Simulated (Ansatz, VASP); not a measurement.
## Two plane-wave programs on Rh

```
Rh
1.0
    -1.52200    1.52200    1.52200
     1.52200   -1.52200    1.52200
     1.52200    1.52200   -1.52200
Rh
1
Direct
  0.00000 0.00000 0.00000
```

Alike in both runs: functional r2SCAN; k mesh 26 × 26 × 26; occupations gaussian, width 0.1 eV; no spin polarisation.

Ansatz relaxed the structure, and its values are those at the end. VASP's run is a single point on that final structure, the one shown.

```csv
,VASP,Ansatz
version,VASP 6.6.1,Ansatz 0.2.0
potentials or method,"VASP PAW PBE potentials, release 64 (Rh_sv_GW), cutoff 580 eV","scalar-relativistic, plane waves, PAW"
valence electrons in the cell,17,17
```

```tsv
	VASP	Ansatz	Ansatz less VASP
gap on the k mesh at the Fermi level (eV)	none	none	-
pressure (GPa)	-1.2	0.0	+1.13
```

VASP's potentials were made for PBE, not for r2SCAN. A gap of «none» marks a metal or a gap that the smearing closes.
